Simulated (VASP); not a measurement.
Write the native input for VASP 6.6.1 that does the following.

```
Task                   : single point
Functional             : PBE
Potentials or basis    : VASP PAW PBE potentials, release 64 (Fe, Bi_d)
Cutoff                 : 520 eV
k mesh                 : 10 × 10 × 10
Occupations            : gaussian, width 0.05 eV
Spin                   : collinear spin, ferromagnetic start
Starting moments       : [2.93, 0.0] μB
Dipole correction      : no
Further INCAR settings : ALGO = Fast; EDIFF = 1e-07; NBANDS = 22
```

The structure of FeBi lies in POSCAR:

```
FeBi
1.0
    0.0000000000      2.8133204613      2.8133204613
    2.8133204613      0.0000000000      2.8133204613
    2.8133204613      2.8133204613      0.0000000000
Fe Bi
1 1
Direct
    0.5000000000      0.5000000000      0.5000000000
    0.0000000000      0.0000000000      0.0000000000
```

The input as run:

INCAR

```
PREC = Accurate ; ENCUT = 520
EDIFF = 1E-7 ; ISMEAR = 0
SIGMA = 0.05 ; LREAL = False
LASPH = True ; NELM = 150
ALGO = Fast ; ISIF = 2
LWAVE = False ; LCHARG = False
ISPIN = 2 ; MAGMOM = 2.93 0
LORBIT = 11 ; LMAXMIX = 4
GGA = PE ; NBANDS = 22
```

KPOINTS

```
regular mesh
0
Gamma
  10 10 10
```

Potentials or basis: VASP PAW PBE potentials, release 64 (Fe, Bi_d).

Run with:

```bash
$ cat potpaw_PBE.64/Fe/POTCAR potpaw_PBE.64/Bi_d/POTCAR > POTCAR
$ mpirun -np 1 vasp_std > vasp.out
```

Results of the run:

* Pressure: -1.6 GPa
* Net moment: 2.63 μB per cell
* Site moments: Fe +2.68; Bi -0.08 μB
* Valence electrons inside the program's atomic spheres: Fe 6.88; Bi 12.89

It took 72 s on 1 thread of Intel(R) Xeon(R) 6975P-C (Granite Rapids), on a shared host, peak memory 0.23 GiB.
